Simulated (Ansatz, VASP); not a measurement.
**SiC in VASP and in Ansatz**

INCAR

```
  PREC = Accurate
  ENCUT = 520
  EDIFF = 1E-6
  ISMEAR = 0
  SIGMA = 0.05
  LREAL = False
  LASPH = True
  NELM = 60
  ALGO = Normal
  ISIF = 2
  LWAVE = False
  LCHARG = False
  GGA = PE
  NBANDS = 11
```

KPOINTS

```
Automatic mesh
0
Gamma
  12 12 12
```

POSCAR

```
SiC
1.0
    0.0000000000      2.1740000000      2.1740000000
    2.1740000000      0.0000000000      2.1740000000
    2.1740000000      2.1740000000      0.0000000000
Si C
1 1
Direct
   -0.0068145287     -0.0068145287     -0.0068145287
    0.7659342301      0.7659342301      0.7659342301
```

Input for Ansatz:

```yaml
crystal:
  lattice:
    - [0.0, 2.174, 2.174]
    - [2.174, 0.0, 2.174]
    - [2.174, 2.174, 0.0]
  atoms:
    - { symbol: Si, position: [-0.0068145287, -0.0068145287, -0.0068145287] }
    - { symbol: C, position: [0.7659342301, 0.7659342301, 0.7659342301] }
basis:
  ecutwfc: 420
kpoints:
  mp_grid: { grid: [12, 12, 12] }
hamiltonian:
  xc: pbe
scf:
  occupations: { method: gaussian, width: 0.05 }
output:
  forces: true
  stress: true
  eigenvalues: true
  write_density: true
  write_potential: true
  elf: true
  volumetric_format: npy
```

Change from the starting cell: mode 4 (793.9 1/cm) frozen in, largest displacement +0.120 Å.

Alike in both runs: task single point; functional PBE; k mesh 12 × 12 × 12; occupations gaussian, width 0.05 eV; no spin polarisation.

```csv
,VASP,Ansatz
version,VASP 6.6.1,Ansatz 0.2.0
potentials or method,"VASP PAW PBE potentials, release 64 (Si, C), cutoff 520 eV","scalar-relativistic, plane waves, PAW"
valence electrons in the cell,8,8
```

VASP gave:

| Property | Result |
| --- | --- |
| gap on the k mesh at the Fermi level (eV) | 0.85 |
| least direct gap on the mesh (eV) | 4.25 |
| pressure (GPa) | 9.4 |
| traceless stress, the component that is largest in VASP (GPa) | 10.50 |
| rms of the force components (eV/Å) | 2.722 |

Q: Which values does Ansatz return?

A: gap on the k mesh at the Fermi level (eV): 0.86; least direct gap on the mesh (eV): 4.26; pressure (GPa): 9.5; traceless stress, the component that is largest in VASP (GPa): 10.51; rms of the force components (eV/Å): 2.723.

Atom by atom the forces differ by 0.001 eV/Å (rms over components).
